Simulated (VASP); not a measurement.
BeS: dielectric tensor with r2SCAN

Crystal: BeS.

```
Be S
1.0
     3.46216    0.00000    0.00000
    -1.73108    2.99832    0.00000
     0.00000    0.00000    6.99243
Be S
2 2
Direct
  0.33333 0.66667 0.25000
  0.66667 0.33333 0.75000
  0.66667 0.33333 0.25000
  0.33333 0.66667 0.75000
```

```yaml
Program: VASP 6.6.1
Task: dielectric tensor
Functional: r2SCAN
Potentials_or_basis: VASP PAW PBE potentials, release 64 (Be, S)
Cutoff: 520 eV
k_mesh: 9 × 9 × 4
Occupations: gaussian, width 0.01 eV
Spin: no spin polarisation
Dipole_correction: no
Further_INCAR_settings: ALGO = Normal; EDIFF = 1e-08
```

```yaml
Band_gap_on_the_k_mesh: 4.54 eV (least direct gap 4.76 eV)
Electronic_dielectric_tensor_diagonal: 4.37, 4.37, 3.60
Born_charges_mean_of_the_diagonal: Be +1.68; S -1.68 e
```

Levels at points of the mesh, in eV from the valence-band top:
| k point | band 4 | band 5 | band 6 | band 7 | band 8 | band 9 | band 10 | band 11 | band 12 |
| --- | --- | --- | --- | --- | --- | --- | --- | --- | --- |
| (0.00, 0.00, 0.00) | -0.87 | -0.87 | -0.67 | -0.67 | -0.67 | 5.48 | 6.76 | 6.76 | 6.93 |
| (0.00, 0.00, 0.50) | -2.36 | -0.77 | -0.77 | -0.77 | -0.77 | 6.94 | 6.94 | 6.96 | 6.99 |

Electronic dielectric tensor:
```
4.37 0.00 0.00
0.00 4.37 0.00
0.00 0.00 3.60
```

Born effective charge tensors (e):
atom 1, Be
```
2.01 0.00 0.00
0.00 2.01 0.00
0.00 0.00 1.01
```
atom 2, Be
```
2.01 0.00 0.00
0.00 2.01 0.00
0.00 0.00 1.01
```
atom 3, S
```
-2.01  0.00  0.00
 0.00 -2.01  0.00
 0.00  0.00 -1.01
```
atom 4, S
```
-2.01  0.00  0.00
 0.00 -2.01  0.00
 0.00  0.00 -1.01
```

Dipole moments of the cell (e·Å, modulo the quantum): ionic 0.000, 0.000, 0.000; electronic 0.000, 0.000, 0.010

Wall time 39 min on 1 thread of Intel(R) Xeon(R) 6975P-C (Granite Rapids) (shared host), peak memory 0.57 GiB.

 A k mesh can miss the band edges.
